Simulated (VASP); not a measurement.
Input of a VASP 6.6.1 run:

File INCAR:

```
SYSTEM = SnO2
PREC = Accurate ; ENCUT = 520
EDIFF = 1E-6 ; ISMEAR = 0
SIGMA = 0.05 ; LREAL = .FALSE.
LASPH = .TRUE. ; NELM = 80
ALGO = Normal ; ISIF = 2
LWAVE = .FALSE. ; LCHARG = .FALSE.
GGA = PE ; NBANDS = 20
```

KPOINTS

```
Automatic mesh
0
G
  12 12 12
  0 0 0
```

The input POSCAR:

```
SnO2
1.0
    1.6167660720      0.9334403269      4.5248000000
   -1.6167660720      0.9334403269      4.5248000000
    0.0000000000     -1.8668806537      4.5248000000
Sn O
1 2
Direct
    0.5000000000      0.5000000000      0.5000000000
    0.2348826742      0.2348826742      0.2348826742
    0.7651173258      0.7651173258      0.7651173258
```

Potentials or basis: VASP PAW PBE potentials, release 64 (Sn_d, O).

Run with:

```sh
$ cat potpaw_PBE.64/Sn_d/POTCAR potpaw_PBE.64/O/POTCAR > POTCAR
$ mpirun -np 1 vasp_std > vasp.out
```

Question: What does it give for the band gap on the k mesh?

Answer: 1.99 eV, indirect (least direct gap 2.19 eV).

Question: Estimate the pressure.

Answer: 8.5 GPa.

Question: What does it give for the largest force?

Answer: 1.127 eV/Å.

Stress tensor (GPa, compression positive):
```
8.55 0.00 0.00
0.00 8.55 0.00
0.00 0.00 8.28
```

Caveat: spin-orbit coupling is left out, which moves the levels of the heavy elements; forces of over 1 eV/Å act on the atoms, so gaps and moduli don't describe the material at rest. A k mesh can miss the band edges.
